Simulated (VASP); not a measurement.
# Ba (Fm-3m) in VASP: further runs, part 3 of 5

VASP 6.6.1. Earlier steps stand in the parts before.

### 4 Electric field gradients, r2SCAN

This run uses another cell than the first one, of 67.56 Å³/atom.

Contents of POSCAR:

```
Ba
1.0
    0.0000000000      3.2326650028      3.2326650028
    3.2326650028      0.0000000000      3.2326650028
    3.2326650028      3.2326650028      0.0000000000
Ba
1
Direct
    0.0000000000      0.0000000000      0.0000000000
```

Contents of INCAR.step1:

```
PREC = Accurate
ENCUT = 520
ISMEAR = -1
SIGMA = 0.05
LREAL = False
LASPH = True
NELM = 80
NBANDS = 11
GGA = PE
ALGO = Normal
EDIFF = 1E-4
LWAVE = True
LCHARG = False
```

Contents of INCAR.step2:

```
PREC = Accurate
ENCUT = 520
EDIFF = 1E-8
ISMEAR = -1
SIGMA = 0.05
LREAL = False
LASPH = True
NELM = 80
ALGO = Normal
ISIF = 2
LWAVE = False
LCHARG = False
METAGGA = R2SCAN
LMIXTAU = True
LEFG = True
NBANDS = 11
ISTART = 1
```

Contents of KPOINTS:

```
Automatic mesh
0
Gamma
  9 9 9
```

Potentials or basis: VASP PAW PBE potentials, release 64 (Ba_sv).

Run with:

```bash
> cat potpaw_PBE.64/Ba_sv/POTCAR > POTCAR
> cp INCAR.step1 INCAR
> mpirun -np 1 vasp_std > vasp.out
> cp INCAR.step2 INCAR
> mpirun -np 1 vasp_std > vasp.out
```

OUTCAR:

```text
PREC = Accurate
   ENCUT = 520
   EDIFF = 1E-8
   ISMEAR = -1
   LREAL = False
   LASPH = True
   NELM = 80
   ISIF = 2
   METAGGA = R2SCAN
   ISTART = 1

 ion  position               nearest neighbor table
   1  0.000  0.000  0.000-

  LATTYP: Found a face centered cubic cell.
 ALAT       =     6.4653300056

  Lattice vectors:

 A1 = (   0.0000000000,   3.2326650028,   3.2326650028)
 A2 = (   3.2326650028,   0.0000000000,   3.2326650028)
 A3 = (   3.2326650028,   3.2326650028,   0.0000000000)

Analysis of symmetry for initial positions (statically):
=====================================================================
 Subroutine PRICEL returns:
 Original cell was already a primitive cell.

 Routine SETGRP: Setting up the symmetry group for a
 face centered cubic supercell.

 Subroutine GETGRP returns: Found 48 space group operations
 (whereof 48 operations were pure point group operations)
 out of a pool of 48 trial point group operations.

The static configuration has the point symmetry O_h .

Analysis of symmetry for dynamics (positions and initial velocities):
=====================================================================
 Subroutine PRICEL returns:
 Original cell was already a primitive cell.

 Routine SETGRP: Setting up the symmetry group for a
 face centered cubic supercell.

 Subroutine GETGRP returns: Found 48 space group operations
 (whereof 48 operations were pure point group operations)
 out of a pool of 48 trial point group operations.

The dynamic configuration has the point symmetry O_h .

 Subroutine INISYM returns: Found 48 space group operations
 (whereof 48 operations are pure point group operations),
 and found     1 'primitive' translations

----------------------------------------------------------------------------------------

                                     Primitive cell

  volume of cell :      67.5635

  direct lattice vectors                    reciprocal lattice vectors
     0.000000000  3.232665003  3.232665003    -0.154671146  0.154671146  0.154671146
     3.232665003  0.000000000  3.232665003     0.154671146 -0.154671146  0.154671146
     3.232665003  3.232665003  0.000000000     0.154671146  0.154671146 -0.154671146

  length of vectors
     4.571678690  4.571678690  4.571678690     0.267898283  0.267898283  0.267898283

  position of ions in fractional coordinates (direct lattice)
     0.000000000  0.000000000  0.000000000

  ion indices of the primitive-cell ions
   primitive index   ion index
                 1           1

----------------------------------------------------------------------------------------

 KPOINTS: Automatic mesh

Automatic generation of k-mesh.
 Grid dimensions read from file:
 generate k-points for:    9    9    9

 Generating k-lattice:

[... 69 lines left out ...]
   POTIM  = 0.5000    time-step for ionic-motion
   TEBEG  =    0.0;   TEEND  =   0.0 temperature during run
   PSTRESS=    0.0 pullay stress
   NELECT =      10.0000    total number of electrons
   NUPDOWN=      -1.0000    fix difference up-down
   EMIN   =  10.00;   EMAX   =-10.00  energy-range for DOS
   EFERMI =   0.00;   METHOD = LEGACY
   ISMEAR =    -1;   SIGMA  =   0.05  broadening in eV -4-tet -1-fermi 0-gaus
   EFERMI_NEDOS =   21; number of points for ismear=-14 and -15
   IALGO  =     38    algorithm
   IMIX   =      4    mixing-type and parameters
     AMIX     =   0.40;   BMIX     =  1.00
     AMIX_MAG =   1.60;   BMIX_MAG =  1.00
  volume/ion in A,a.u.               =      67.56       455.94
  Fermi-wavevector in a.u.,A,eV,Ry     =   0.865973  1.636451 10.203124  0.749908
  Thomas-Fermi vector in A             =   1.984294
   LORBIT       =      0    0 simple, 1 ext, 2 COOP (PROOUT), +10 PAW based schemes
   METAGGA = R2SCAN    functional components
   LHFCALC =     F    Hartree Fock is set to
   AEXX    =    0.0000 exact exchange contribution
   IVDW    =     0    specifies the selected vdW correction
   LEPSILON=     F    determine dielectric tensor
   LRPA    =     F    only Hartree local field effects (RPA)
 non-spin polarized calculation
  energy-cutoff  :      520.00
  volume of cell :       67.56
 maximum number of plane-waves:      1853
 NGX is ok and might be reduce to    36
   NGX = 17   NGY = 17   NGZ = 17

 number of electron      10.0000000 magnetization

 Free energy of the ion-electron system (eV)
  ---------------------------------------------------
  ext. energy  EPLUGINS =         0.00000000
  ---------------------------------------------------
  free energy    TOTEN  =       -26.40371590 eV

  energy without entropy =      -26.38748655  energy(sigma->0) =      -26.39560122

 E-fermi :   1.6186     XC(G=0):  -7.5982

 val. band max:        1.5719329746   @ k =  -0.4444   0.4444   0.0000
 cond. band min:       1.6354495076   @ k =  -0.3333   0.3333   0.0000
 fundamental gap:      0.0635165330
 Fermi energy:         1.6186037269

 k-point     1 :       0.0000    0.0000    0.0000
  band No.  band energies     occupation
      1     -28.5295      2.00000
      2     -13.0965      2.00000
      3     -13.0965      2.00000
      4     -13.0965      2.00000
      5      -1.3568      2.00000
      6       3.5043      0.00000
      7       3.5043      0.00000
      8       3.5043      0.00000
      9       5.0078      0.00000
     10       5.0078      0.00000
     11       7.6156      0.00000
[... 309 lines left out ...]
 k-point    24 :       0.4444    0.4444    0.0000
  band No.  band energies     occupation
      1     -28.4881      2.00000
      2     -13.4429      2.00000
      3     -13.2275      2.00000
      4     -13.2275      2.00000
      5       0.7416      2.00000
      6       1.5353      1.68211
      7       3.2722      0.00000
      8       6.0461      0.00000
      9       6.0461      0.00000
     10       6.0850      0.00000
     11       7.6942      0.00000

 [... further k-points ...]

------------------------ aborting loop because EDIFF is reached ----------------------------------------

  FORCE on cell =-STRESS in cart. coord.  units (eV):
  Direction    XX          YY          ZZ          XY          YZ          ZX
  --------------------------------------------------------------------------------------
  -------------------------------------------------------------------------------------
  Total       -0.0216963     -0.0216963     -0.0216963      0.0000000     -0.0000000      0.0000000
  in kB       -0.5144984     -0.5144984     -0.5144984      0.0000000     -0.0000000      0.0000000
  external PRESSURE =      -0.5144984 kB  Pullay stress =       0.0000000 kB

 VOLUME and BASIS-vectors are now :
 -----------------------------------------------------------------------------
  energy-cutoff  :      520.00
  volume of cell :       67.56
      direct lattice vectors                 reciprocal lattice vectors
     0.000000000  3.232665003  3.232665003    -0.154671146  0.154671146  0.154671146
     3.232665003  0.000000000  3.232665003     0.154671146 -0.154671146  0.154671146
     3.232665003  3.232665003  0.000000000     0.154671146  0.154671146 -0.154671146

 POSITION                                       TOTAL-FORCE (eV/Angst)
 -----------------------------------------------------------------------------------
      0.00000      0.00000      0.00000         0.000000      0.000000     -0.000000
 -----------------------------------------------------------------------------------
    total drift:                               -0.000000      0.000000      0.000000

  FREE ENERGIE OF THE ION-ELECTRON SYSTEM (eV)
  ---------------------------------------------------
  free  energy   TOTEN  =       -26.4037158988 eV

  energy  without entropy=      -26.3874865511  energy(sigma->0) =      -26.39560122

 Electric field gradients (V/A^2)
---------------------------------------------------------------------
 ion       V_xx      V_yy      V_zz      V_xy      V_xz      V_yz
---------------------------------------------------------------------
   1       0.000    -0.000     0.000     0.000     0.000     0.000
---------------------------------------------------------------------

 Electric field gradients after diagonalization (V/A^2)
 (convention: |V_zz| > |V_xx| > |V_yy|)
----------------------------------------------------------------------
 ion       V_xx      V_yy      V_zz     asymmetry (V_yy - V_xx)/ V_zz
----------------------------------------------------------------------
   1      -0.000    -0.000     0.000       0.000
----------------------------------------------------------------------

           NMR quadrupolar parameters

 Cq : quadrupolar parameter    Cq=e*Q*V_zz/h
 eta: asymmetry parameters     (V_yy - V_xx)/ V_zz
 Q  : nuclear electric quadrupole moment in mb (millibarn)
----------------------------------------------------------------------
 ion       Cq(MHz)       eta       Q (mb)
----------------------------------------------------------------------
   1       0.000       0.000       1.000
----------------------------------------------------------------------
```

OUTCAR.step1:

```text
PREC = Accurate
   ENCUT = 520
   ISMEAR = -1
   LREAL = False
   LASPH = True
   NELM = 80
[... 551 lines left out ...]
 POSITION                                       TOTAL-FORCE (eV/Angst)
 -----------------------------------------------------------------------------------
      0.00000      0.00000      0.00000         0.000000     -0.000000     -0.000000
 -----------------------------------------------------------------------------------
    total drift:                               -0.000000      0.000000      0.000000

  FREE ENERGIE OF THE ION-ELECTRON SYSTEM (eV)
  ---------------------------------------------------
  free  energy   TOTEN  =        -1.8927141201 eV

  energy  without entropy=       -1.8758046896  energy(sigma->0) =       -1.88425940
```

OSZICAR.step1:

```text
N       E                     dE             d eps       ncg     rms          rms(c)
DAV:   1     0.550864493568E+02    0.55086E+02   -0.41369E+03   770   0.744E+02
DAV:   2     0.678507739389E+00   -0.54408E+02   -0.53064E+02   953   0.136E+02
DAV:   3    -0.181356827910E+01   -0.24921E+01   -0.24783E+01   971   0.310E+01
DAV:   4    -0.189166851195E+01   -0.78100E-01   -0.77981E-01  1017   0.485E+00
DAV:   5    -0.189386761806E+01   -0.21991E-02   -0.21990E-02  1005   0.621E-01    0.151E+00
DAV:   6    -0.189292786763E+01    0.93975E-03   -0.28106E-03   925   0.515E-01    0.897E-01
DAV:   7    -0.189265008267E+01    0.27778E-03   -0.53667E-03   830   0.839E-01    0.415E-02
DAV:   8    -0.189271412012E+01   -0.64037E-04   -0.21874E-04   983   0.104E-01
   1 F= -.18927141E+01 E0= -.18842594E+01  d E =-.169094E-01
```

Run time: 1.7 min. Hardware: 1 thread of Intel Xeon Platinum 8259CL at 2.50GHz (Skylake/Cascade Lake), shared host; peak memory 0.22 GiB.

What came out:

- Free energy: -26.4037 eV
- Pressure: -0.1 GPa
- Band gap on the k mesh: zero (bands 5 and 6 overlap by 0.10 eV)
- Largest electric field gradient by atom: zero within the noise of the run

Caveat: the PAW data sets were made with another functional, which shifts forces and pressure a little; spin-orbit coupling is left out, which moves the levels of the heavy elements.

(Part 3 of 5 ends here.)
